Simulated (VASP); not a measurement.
Wanted: the native input for a VASP 6.6.1 run.

```yaml
Task: single point
Functional: PBE
Dispersion: D3(BJ)
Potentials_or_basis: VASP PAW PBE potentials, release 64 (Mg, O)
Cutoff: 520 eV
k_mesh: 1 × 1 × 1
Occupations: gaussian, width 0.05 eV
Spin: no spin polarisation
Dipole_correction: no
Further_INCAR_settings: LREAL = Auto; ALGO = Normal; EDIFF = 1e-07; NBANDS = 162
```

The structure of Mg32O31 (a cell with a defect) lies in POSCAR:

```
Mg32O31
1.0
    8.8224000000      0.0000000000      0.0000000000
    0.0000000000      8.8224000000      0.0000000000
    0.0000000000      0.0000000000      8.8224000000
Mg O
32 31
Direct
    0.4982793798     -0.0002678410      0.0011748504
    0.7483015959      0.2494705522     -0.0022432671
    0.7505911090      0.0043076714      0.2488981456
   -0.0007237260      0.0039431447      0.0001058669
    0.2503135201      0.2474551143      0.0014935845
    0.4986406193      0.4991662133      0.0008566830
    0.7464786226      0.7497723975     -0.0041108995
    0.2407156783     -0.0041029652      0.2590450444
    0.4979898894      0.2477848431      0.2491408234
    0.7487053410      0.4949929724      0.2489847434
    0.4992169931      0.0039195684      0.5001993789
    0.7495528428      0.2479376360      0.4996338865
    0.7511320049      0.0003185074      0.7482763194
   -0.0004872824      0.4951637876     -0.0023071953
    0.2499875317      0.7506180858     -0.0128774483
   -0.0024843580      0.2504256211      0.2459928137
    0.2450814971      0.4959947407      0.2540452711
    0.5123636425      0.7504354824      0.2494197724
    0.0043842945      0.0056110582      0.4951765959
    0.2535056221      0.2506563974      0.5018704661
    0.5019789400      0.4951028065      0.4998977602
    0.7403580658      0.7501870239      0.5023832517
    0.2506164989      0.0041887695      0.7485210374
    0.5016522715      0.2495387876      0.7511630622
    0.7508226786      0.4985019949      0.7487208696
   -0.0158894405      0.7444218127      0.2350051007
    0.0000432989      0.4887242700      0.4992257209
    0.2645038765      0.7432000363      0.5153701941
   -0.0000811571      0.2480030377      0.7498688565
    0.2503764282      0.4948612622      0.7510752176
    0.5035556085      0.7497122098      0.7530322815
   -0.0029256211      0.7501077938      0.7590774619
    0.7451918979      0.2510894995      0.2485040352
   -0.0039296563      0.4940477648      0.2476473522
   -0.0009488348      0.2495333469      0.5002924374
    0.2501449719      0.2500729960      0.2492541712
    0.4961776841      0.5045302865      0.2503772216
    0.7493934757      0.7484827258      0.2476583469
   -0.0082060437      0.0123822316      0.2450945321
    0.5032137514      0.2509129035      0.4995804996
    0.7506808805      0.5002954978      0.4989702349
    0.7504567918      0.2493295475      0.7490396037
    0.0004881892      0.5002760020      0.7488310437
   -0.0001337505      0.2507614708     -0.0036807445
    0.1903194142      0.7658267592      0.3095528428
    0.4979769677     -0.0049088683      0.2508447815
    0.2518442827      0.4941180404      0.5033976016
    0.5012079480      0.7485104960      0.5003007118
    0.7498517410     -0.0015638602      0.4986980867
    0.2509557490      0.2511361988      0.7543803273
    0.5006807671      0.4996142773      0.7506654652
    0.7485850789      0.7494086643      0.7508579298
    0.0008662042     -0.0015500317      0.7495394677
    0.4988016866      0.2493012106      0.0006431357
    0.7489170747      0.4995815198     -0.0012272171
   -0.0008620103      0.7486970666     -0.0018561843
    0.2544247597      0.0127629670      0.5075040805
    0.2518456429      0.7485490343      0.7499958061
    0.5008454616     -0.0006718127      0.7507456021
    0.2490554724      0.5046717446      0.0032607907
    0.4970562432      0.7496455613      0.0023925462
    0.7486153428     -0.0006379217     -0.0015343897
    0.2487534004     -0.0048696500      0.0015577394
```

The input as run:

INCAR

```
PREC = Accurate
ENCUT = 520
EDIFF = 1E-7
ISMEAR = 0
SIGMA = 0.05
LREAL = Auto
LASPH = T
NELM = 80
ALGO = Normal
ISIF = 2
LWAVE = F
LCHARG = F
GGA = PE
IVDW = 12
NBANDS = 162
```

KPOINTS

```
regular mesh
0
Gamma
  1 1 1
```

Potentials or basis: VASP PAW PBE potentials, release 64 (Mg, O).

Command:

```sh
$ cat potpaw_PBE.64/Mg/POTCAR potpaw_PBE.64/O/POTCAR > POTCAR
$ mpirun -np 1 vasp_gam > vasp.out
```

It gave:

```json
{
 "Pressure": "-14.8 GPa",
 "Largest force": "2.145 eV/Å",
 "Band gap on the k mesh": "1.90 eV",
 "Dispersion energy per atom": "-0.255 eV"
}
```

Caveat: the k points lie up to 0.71 Å⁻¹ apart.

Wall time 4.6 min on 1 thread of Intel(R) Xeon(R) Platinum 8488C (Sapphire Rapids), with other jobs on the host, peak memory 0.64 GiB.
